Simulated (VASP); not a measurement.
Runs of VASP 6.6.1 on AgBr. The structure is that of space group Fm-3m (No. 225), or close to it. The cells are those of the table. 

```tsv
level	spin	cutoff (eV)	gap on the mesh (eV)	pressure (GPa)
PBE	off	500	0.69	-0.1
PBEsol	off	500	0.52	(b)
r2SCAN	off	550	(a)	-1.3
PBE	non-collinear, zero start, SOC	500	-	-0.1
```

Alike in all rows: task single point; potentials or basis VASP PAW PBE potentials, release 64 (Ag, Br); cell a = 4.132 Å, angles 60.0°, 2 atoms; k mesh 8 × 8 × 8; smearing gaussian 0.02 eV.

Problem. Fill in the values left out.

Solution. (a) 1.25; (b) -3.7.

Caveats: the PAW data sets were made with another functional, which shifts forces and pressure a little (some runs).

A k mesh can miss the band edges, and rows without SOC leave out spin-orbit coupling on Ag, Br.
